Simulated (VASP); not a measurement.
# GaSb (F-43m) in VASP: notebook

The runs below take GaSb through single point, with r2SCAN.

Program: VASP 6.6.1. These are calculated values, not measurements. Logs are shortened: lines on timing, memory, paths and dates and some standing lists are left out, and cuts for length are marked.

### 1 The cell of the first run

It takes space group F-43m (No. 216, cubic). Conventional cell: a = 6.132 Å, b = 6.132 Å, c = 6.132 Å, α = 90.00°, β = 90.00°, γ = 90.00°. Ga (site symmetry -43m) has 4 Sb at 2.66 Å within 3.5 Å. Within 3.5 Å of Sb (site symmetry -43m) lie 4 Ga at 2.66 Å.

### 2 Single point, r2SCAN

File POSCAR:

```
GaSb
1.0
    0.0000000000      3.0658788003      3.0658788003
    3.0658788003      0.0000000000      3.0658788003
    3.0658788003      3.0658788003      0.0000000000
Ga Sb
1 1
Direct
    0.0000000000      0.0000000000      0.0000000000
    0.2500000000      0.2500000000      0.2500000000
```

File INCAR.step1:

```
SYSTEM = GaSb
  ALGO = Normal
  EDIFF = 1E-5
  ENCUT = 550
  GGA = PE
  GGA_COMPAT = .FALSE.
  ISMEAR = -1
  LASPH = .TRUE.
  LCHARG = .FALSE.
  LREAL = .FALSE.
  LWAVE = .TRUE.
  NBANDS = 16
  NELM = 120
  PREC = Accurate
  SIGMA = 0.001
```

File INCAR.step2:

```
SYSTEM = GaSb
  ALGO = Normal
  EDIFF = 1E-6
  ENCUT = 550
  GGA_COMPAT = .FALSE.
  ISIF = 2
  ISMEAR = -1
  ISTART = 1
  LASPH = .TRUE.
  LCHARG = .TRUE.
  LELF = .TRUE.
  LMIXTAU = .TRUE.
  LREAL = .FALSE.
  LVHAR = .TRUE.
  LWAVE = .FALSE.
  METAGGA = R2SCAN
  NBANDS = 16
  NELM = 120
  PREC = Accurate
  SIGMA = 0.001
```

File KPOINTS:

```
k-points
0
G
  6 6 6
  0 0 0
```

Potentials or basis: VASP PAW PBE potentials, release 64 (Ga_d, Sb).

Launch:

```
> cat potpaw_PBE.64/Ga_d/POTCAR potpaw_PBE.64/Sb/POTCAR > POTCAR
> cp INCAR.step1 INCAR
> mpirun -np 1 vasp_std > vasp.out
> cp INCAR.step2 INCAR
> mpirun -np 1 vasp_std > vasp.out
```

OUTCAR:

```text
SYSTEM = GaSb
   EDIFF = 1E-6
   ENCUT = 550
   ISIF = 2
   ISMEAR = -1
   ISTART = 1
   LASPH = .TRUE.
   LREAL = .FALSE.
   METAGGA = R2SCAN
   NELM = 120
   PREC = Accurate

 ion  position               nearest neighbor table
   1  0.000  0.000  0.000-   2 2.66   2 2.66   2 2.66   2 2.66
   2  0.250  0.250  0.250-   1 2.66   1 2.66   1 2.66   1 2.66

  LATTYP: Found a face centered cubic cell.
 ALAT       =     6.1317576006

  Lattice vectors:

 A1 = (   0.0000000000,   3.0658788003,   3.0658788003)
 A2 = (   3.0658788003,   0.0000000000,   3.0658788003)
 A3 = (   3.0658788003,   3.0658788003,   0.0000000000)

Analysis of symmetry for initial positions (statically):
=====================================================================
 Subroutine PRICEL returns:
 Original cell was already a primitive cell.

 Routine SETGRP: Setting up the symmetry group for a
 face centered cubic supercell.

 Subroutine GETGRP returns: Found 24 space group operations
 (whereof 24 operations were pure point group operations)
 out of a pool of 48 trial point group operations.

The static configuration has the point symmetry T_d .

Analysis of symmetry for dynamics (positions and initial velocities):
=====================================================================
 Subroutine PRICEL returns:
 Original cell was already a primitive cell.

 Routine SETGRP: Setting up the symmetry group for a
 face centered cubic supercell.

 Subroutine GETGRP returns: Found 24 space group operations
 (whereof 24 operations were pure point group operations)
 out of a pool of 48 trial point group operations.

The dynamic configuration has the point symmetry T_d .

 Subroutine INISYM returns: Found 24 space group operations
 (whereof 24 operations are pure point group operations),
 and found     1 'primitive' translations

----------------------------------------------------------------------------------------

                                     Primitive cell

  volume of cell :      57.6361

  direct lattice vectors                    reciprocal lattice vectors
     0.000000000  3.065878800  3.065878800    -0.163085377  0.163085377  0.163085377
     3.065878800  0.000000000  3.065878800     0.163085377 -0.163085377  0.163085377
     3.065878800  3.065878800  0.000000000     0.163085377  0.163085377 -0.163085377

  length of vectors
     4.335807380  4.335807380  4.335807380     0.282472159  0.282472159  0.282472159

  position of ions in fractional coordinates (direct lattice)
     0.000000000  0.000000000  0.000000000
     0.250000000  0.250000000  0.250000000

  ion indices of the primitive-cell ions
   primitive index   ion index
                 1           1
                 2           2

----------------------------------------------------------------------------------------

 KPOINTS: k-points

Automatic generation of k-mesh.
 Grid dimensions read from file:
 generate k-points for:    6    6    6

 Generating k-lattice:

  Cartesian coordinates                     Fractional coordinates (reciprocal lattice)
    -0.027180896  0.027180896  0.027180896     0.166666667  0.000000000  0.000000000
     0.027180896 -0.027180896  0.027180896     0.000000000  0.166666667  0.000000000
     0.027180896  0.027180896 -0.027180896     0.000000000  0.000000000  0.166666667

  Length of vectors
     0.047078693  0.047078693  0.047078693

  Shift w.r.t. Gamma in fractional coordinates (k-lattice)
     0.000000000  0.000000000  0.000000000

 Subroutine IBZKPT returns following result:
 ===========================================

 Found     16 irreducible k-points:

 Following reciprocal coordinates:
            Coordinates               Weight
  0.000000  0.000000  0.000000      1.000000
  0.166667  0.000000  0.000000      8.000000
  0.333333  0.000000  0.000000      8.000000
  0.500000  0.000000  0.000000      4.000000
  0.166667  0.166667  0.000000      6.000000
  0.333333  0.166667  0.000000     24.000000
[... 8 lines left out ...]
 -0.333333  0.333333  0.166667     24.000000
 -0.333333  0.500000  0.166667     12.000000
   k-points           NKPTS =     16   k-points in BZ     NKDIM =     16   number of bands    NBANDS=     16
   number of dos      NEDOS =    301   number of ions     NIONS =      2
   total plane-waves  NPLWV =  46656
   dimension x,y,z NGX =    36 NGY =   36 NGZ =   36
   dimension x,y,z NGXF=    72 NGYF=   72 NGZF=   72
   ions per type =               1   1
   NGX,Y,Z   is equivalent  to a cutoff of  13.80, 13.80, 13.80 a.u.
   NGXF,Y,Z  is equivalent  to a cutoff of  27.61, 27.61, 27.61 a.u.
 SYSTEM =  GaSb
   PREC   = accura    normal or accurate (medium, high low for compatibility)
   ISTART =      1    job   : 0-new  1-cont  2-samecut
   ICHARG =      0    charge: 1-file 2-atom 10-const
   ISPIN  =      1    spin polarized calculation?
   LNONCOLLINEAR =      F non collinear calculations
   LSORBIT =      F    spin-orbit coupling
   LASPH  =      T    aspherical Exc in radial PAW
   ENCUT  =  550.0 eV  40.42 Ry    6.36 a.u.   8.29  8.29  8.29*2*pi/ulx,y,z
   NELM   =    120;   NELMIN=  2; NELMDL=  0     # of ELM steps
   EDIFF  = 0.1E-05   stopping-criterion for ELM
   LREAL  =      F    real-space projection
[... 7 lines left out ...]
   TEBEG  =    0.0;   TEEND  =   0.0 temperature during run
   PSTRESS=    0.0 pullay stress
   NELECT =      18.0000    total number of electrons
   NUPDOWN=      -1.0000    fix difference up-down
   EMIN   =  10.00;   EMAX   =-10.00  energy-range for DOS
   EFERMI =   0.00;   METHOD = LEGACY
   ISMEAR =    -1;   SIGMA  =   0.00  broadening in eV -4-tet -1-fermi 0-gaus
   EFERMI_NEDOS =   21; number of points for ismear=-14 and -15
   IALGO  =     38    algorithm
   IMIX   =      4    mixing-type and parameters
     AMIX     =   0.40;   BMIX     =  1.00
     AMIX_MAG =   1.60;   BMIX_MAG =  1.00
  volume/ion in A,a.u.               =      28.82       194.47
  Fermi-wavevector in a.u.,A,eV,Ry     =   1.110710  2.098938 16.785191  1.233677
  Thomas-Fermi vector in A             =   2.247265
   LORBIT       =      0    0 simple, 1 ext, 2 COOP (PROOUT), +10 PAW based schemes
   METAGGA = R2SCAN    functional components
   LHFCALC =     F    Hartree Fock is set to
   AEXX    =    0.0000 exact exchange contribution
   IVDW    =     0    specifies the selected vdW correction
   LEPSILON=     F    determine dielectric tensor
   LRPA    =     F    only Hartree local field effects (RPA)
 non-spin polarized calculation
  energy-cutoff  :      550.00
  volume of cell :       57.64
 maximum number of plane-waves:      1711
 NGX is ok and might be reduce to    36
   NGX = 17   NGY = 17   NGZ = 17

 number of electron      18.0000004 magnetization

 Free energy of the ion-electron system (eV)
  ---------------------------------------------------
  ext. energy  EPLUGINS =         0.00000000
  ---------------------------------------------------
  free energy    TOTEN  =       -37.57912196 eV

  energy without entropy =      -37.57912196  energy(sigma->0) =      -37.57912196

 E-fermi :   4.6678     XC(G=0):  -9.6867

 val. band max:        4.6215927463   @ k =   0.0000   0.0000   0.0000
 cond. band min:       5.0192417581   @ k =   0.0000   0.0000   0.0000
 fundamental gap:      0.3976490118
 Fermi energy:         4.6678178971

 k-point     1 :       0.0000    0.0000    0.0000
  band No.  band energies     occupation
      1     -10.8724      2.00000
      2     -10.8724      2.00000
      3     -10.8724      2.00000
      4     -10.8168      2.00000
      5     -10.8168      2.00000
      6      -7.2609      2.00000
[... 8 lines left out ...]
     15      13.6258      0.00000
     16      13.6258      0.00000

 k-point     2 :       0.1667    0.0000    0.0000
  band No.  band energies     occupation
      1     -10.8798      2.00000
      2     -10.8691      2.00000
      3     -10.8691      2.00000
      4     -10.8171      2.00000
      5     -10.8171      2.00000
      6      -6.9655      2.00000
[... 8 lines left out ...]
     15      12.6590      0.00000
     16      12.6590      0.00000

 k-point     3 :       0.3333    0.0000    0.0000
  band No.  band energies     occupation
      1     -10.8943      2.00000
      2     -10.8633      2.00000
      3     -10.8633      2.00000
      4     -10.8170      2.00000
      5     -10.8170      2.00000
      6      -6.1778      2.00000
[... 8 lines left out ...]
     15      13.1899      0.00000
     16      13.1899      0.00000

 k-point     4 :       0.5000    0.0000    0.0000
  band No.  band energies     occupation
      1     -10.9013      2.00000
      2     -10.8608      2.00000
      3     -10.8608      2.00000
      4     -10.8165      2.00000
      5     -10.8165      2.00000
      6      -5.5566      2.00000
[... 8 lines left out ...]
     15      15.0956      0.00000
     16      15.0956      0.00000

 k-point     5 :       0.1667    0.1667    0.0000
  band No.  band energies     occupation
      1     -10.8855      2.00000
      2     -10.8660      2.00000
      3     -10.8660      2.00000
      4     -10.8193      2.00000
      5     -10.8157      2.00000
      6      -6.8645      2.00000
[... 8 lines left out ...]
     15      12.7209      0.00000
     16      14.0020      0.00000

 k-point     6 :       0.3333    0.1667    0.0000
  band No.  band energies     occupation
      1     -10.8974      2.00000
      2     -10.8609      2.00000
      3     -10.8598      2.00000
      4     -10.8210      2.00000
      5     -10.8151      2.00000
      6      -6.2225      2.00000
[... 8 lines left out ...]
     15      13.8706      0.00000
     16      14.2803      0.00000
[... 115 lines left out ...]
 k-point    13 :       0.5000    0.5000    0.0000
  band No.  band energies     occupation
      1     -10.9196      2.00000
      2     -10.8462      2.00000
      3     -10.8462      2.00000
      4     -10.8293      2.00000
      5     -10.8122      2.00000
      6      -4.6769      2.00000
[... 8 lines left out ...]
     15      16.0565      0.00000
     16      16.4897      0.00000

 k-point    14 :       0.5000    0.3333    0.1667
  band No.  band energies     occupation
      1     -10.9065      2.00000
      2     -10.8567      2.00000
      3     -10.8538      2.00000
      4     -10.8224      2.00000
      5     -10.8152      2.00000
      6      -5.5011      2.00000
[... 8 lines left out ...]
     15      14.1712      0.00000
     16      16.2320      0.00000

 k-point    15 :      -0.3333    0.3333    0.1667
  band No.  band energies     occupation
      1     -10.9098      2.00000
      2     -10.8558      2.00000
      3     -10.8511      2.00000
      4     -10.8216      2.00000
      5     -10.8164      2.00000
      6      -4.9425      2.00000
[... 8 lines left out ...]
     15      15.6624      0.00000
     16      15.8757      0.00000

 k-point    16 :      -0.3333    0.5000    0.1667
  band No.  band energies     occupation
      1     -10.9147      2.00000
      2     -10.8521      2.00000
      3     -10.8475      2.00000
      4     -10.8251      2.00000
      5     -10.8148      2.00000
      6      -4.6425      2.00000
[... 8 lines left out ...]
     15      15.1633      0.00000
     16      16.5799      0.00000

------------------------ aborting loop because EDIFF is reached ----------------------------------------

  FORCE on cell =-STRESS in cart. coord.  units (eV):
  Direction    XX          YY          ZZ          XY          YZ          ZX
  --------------------------------------------------------------------------------------
  -------------------------------------------------------------------------------------
  Total        0.0227940      0.0227940      0.0227940     -0.0000000      0.0000000      0.0000000
  in kB        0.6336296      0.6336296      0.6336296     -0.0000000      0.0000000      0.0000000
  external PRESSURE =       0.6336296 kB  Pullay stress =       0.0000000 kB

 VOLUME and BASIS-vectors are now :
 -----------------------------------------------------------------------------
  energy-cutoff  :      550.00
  volume of cell :       57.64
      direct lattice vectors                 reciprocal lattice vectors
     0.000000000  3.065878800  3.065878800    -0.163085377  0.163085377  0.163085377
     3.065878800  0.000000000  3.065878800     0.163085377 -0.163085377  0.163085377
     3.065878800  3.065878800  0.000000000     0.163085377  0.163085377 -0.163085377

 POSITION                                       TOTAL-FORCE (eV/Angst)
 -----------------------------------------------------------------------------------
      0.00000      0.00000      0.00000         0.000000      0.000000      0.000000
      1.53294      1.53294      1.53294        -0.000000     -0.000000     -0.000000
 -----------------------------------------------------------------------------------
    total drift:                                0.000000      0.000000      0.000000

  FREE ENERGIE OF THE ION-ELECTRON SYSTEM (eV)
  ---------------------------------------------------
  free  energy   TOTEN  =       -37.5791219570 eV

  energy  without entropy=      -37.5791219570  energy(sigma->0) =      -37.57912196
```

Run time: 29 s. Hardware: 1 thread of Intel Xeon 6975P-C (Granite Rapids), shared host; peak memory 0.21 GiB.

What came out:

```
Free energy            : -37.5791 eV
Pressure               : 0.1 GPa
Band gap on the k mesh : 0.40 eV
```

Levels at points of the mesh, in eV from the valence-band top:
```
           k point  band 6  band 7  band 8  band 9  band 10  band 11  band 12  band 13
(0.00, 0.00, 0.00)  -11.88    0.00    0.00    0.00     0.40     2.98     2.98     2.98
(0.50, 0.00, 0.00)  -10.18   -6.55   -1.20   -1.20     0.67     4.01     4.01     6.92
(0.50, 0.50, 0.00)   -9.30   -7.02   -2.67   -2.67     1.12     1.49     9.22     9.22
```

Caveat: the PAW data sets were made with another functional, which shifts forces and pressure a little; spin-orbit coupling is left out, which moves the levels of the heavy elements.

### 3 Single point, r2SCAN

POSCAR is that of step 2.

File INCAR.step1:

```
ALGO = Normal ; EDIFF = 1E-5
ENCUT = 550 ; GGA = PE
GGA_COMPAT = False ; ISMEAR = 0
LASPH = True ; LCHARG = False
LREAL = False ; LWAVE = True
NBANDS = 16 ; NELM = 120
PREC = Accurate ; SIGMA = 0.5
```

File INCAR.step2:

```
ALGO = Normal ; EDIFF = 1E-6
ENCUT = 550 ; GGA_COMPAT = False
ISIF = 2 ; ISMEAR = 0
ISTART = 1 ; LASPH = True
LCHARG = False ; LMIXTAU = True
LREAL = False ; LWAVE = False
METAGGA = R2SCAN ; NBANDS = 16
NELM = 120 ; PREC = Accurate
SIGMA = 0.5
```

File KPOINTS:

```
k-points
0
Gamma
  6 6 6
```

Potentials or basis: VASP PAW PBE potentials, release 64 (Ga_d, Sb).

Launch:

```
> cat potpaw_PBE.64/Ga_d/POTCAR potpaw_PBE.64/Sb/POTCAR > POTCAR
> cp INCAR.step1 INCAR
> mpirun -np 1 vasp_std > vasp.out
> cp INCAR.step2 INCAR
> mpirun -np 1 vasp_std > vasp.out
```

It took 28 s on 1 thread of Intel Xeon 6975P-C (Granite Rapids), shared host; peak memory 0.21 GiB.

The run converged. Its results:

```yaml
Free_energy: -37.5833 eV
Pressure: 0.2 GPa
Band_gap_on_the_k_mesh: 0.40 eV
```

Levels at points of the mesh, in eV from the valence-band top:
```
           k point  band 7  band 8  band 9  band 10  band 11  band 12
(0.00, 0.00, 0.00)    0.00    0.00    0.00     0.40     2.98     2.98
(0.50, 0.00, 0.00)   -6.55   -1.20   -1.20     0.67     4.01     4.01
(0.50, 0.50, 0.00)   -7.02   -2.67   -2.67     1.12     1.49     9.22
```

Caveat: the PAW data sets were made with another functional, which shifts forces and pressure a little; spin-orbit coupling is left out, which moves the levels of the heavy elements. A k mesh can miss the band edges.
